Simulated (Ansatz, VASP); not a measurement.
# One calculation of Al3Cu, two programs

Contents of INCAR:

```
PREC = Accurate ; ENCUT = 520
EDIFF = 1E-6 ; ISMEAR = 0
SIGMA = 0.15 ; LREAL = False
LASPH = True ; NELM = 100
ALGO = Fast ; ISIF = 2
LWAVE = False ; LCHARG = False
GGA = CA ; NBANDS = 18
```

File KPOINTS:

```
Automatic mesh
0
Gamma
  10 10 10
```

Contents of POSCAR:

```
Al3Cu
1.0
    3.2959222552      0.0000000000      0.0000000000
    0.0000000000      4.1439958180      0.0000000000
    0.0000000000      0.0000000000      4.1247214188
Al Cu
3 1
Direct
    0.0000000000      0.5000000000      0.5000000000
    0.5000000000      0.0000000000      0.5000000000
    0.5000000000      0.5000000000      0.0000000000
    0.0000000000      0.0000000000      0.0000000000
```

Input for Ansatz:

```yaml
crystal:
  lattice:
    - [3.2959222552, 0.0, 0.0]
    - [0.0, 4.143995818, 0.0]
    - [0.0, 0.0, 4.1247214188]
  atoms:
    - { symbol: Al, position: [0.0, 0.5, 0.5] }
    - { symbol: Al, position: [0.5, 0.0, 0.5] }
    - { symbol: Al, position: [0.5, 0.5, 0.0] }
    - { symbol: Cu, position: [0.0, 0.0, 0.0] }
basis:
  ecutwfc: 520.0
kpoints:
  mp_grid: { grid: [10, 10, 10] }
hamiltonian:
  xc: lda
  pseudopotentials: { kind: paw, azcp: { folder: soft_1 } }
scf:
  occupations: { method: gaussian, width: 0.15 }
output:
  forces: true
  stress: true
  eigenvalues: true
```

Change from the starting cell: strain +e along x and -e along y -0.1100, strain +e along z and -e/2 along x and y +0.0700.

Alike in both runs: task single point; functional LDA; k mesh 10 × 10 × 10; occupations gaussian, width 0.15 eV; no spin polarisation.

```csv
,VASP,Ansatz
version,VASP 6.6.1,Ansatz 0.2.0
potentials or method,"VASP PAW LDA potentials, release 64 (Al, Cu), cutoff 520 eV","scalar-relativistic, plane waves, PAW"
valence electrons in the cell,20,28
```

Ansatz gave:

* gap on the k mesh at the Fermi level (eV): none
* pressure (GPa): 2.6
* traceless stress, the component that is largest in VASP (GPa): 4.11

Q: Estimate VASP's values.

A: gap on the k mesh at the Fermi level (eV): none; pressure (GPa): 2.9; traceless stress, the component that is largest in VASP (GPa): 4.05.

Ansatz warns that its potentials were made for another functional, while VASP's fit it. LDA's correlation is that of Perdew and Zunger in VASP and of Perdew and Wang (1992) in Ansatz. A gap of «none» marks a metal or a gap that the smearing closes. VASP's potentials hold 20 valence electrons a cell and Ansatz's 28, so a difference there can come from the potentials and not from the codes.
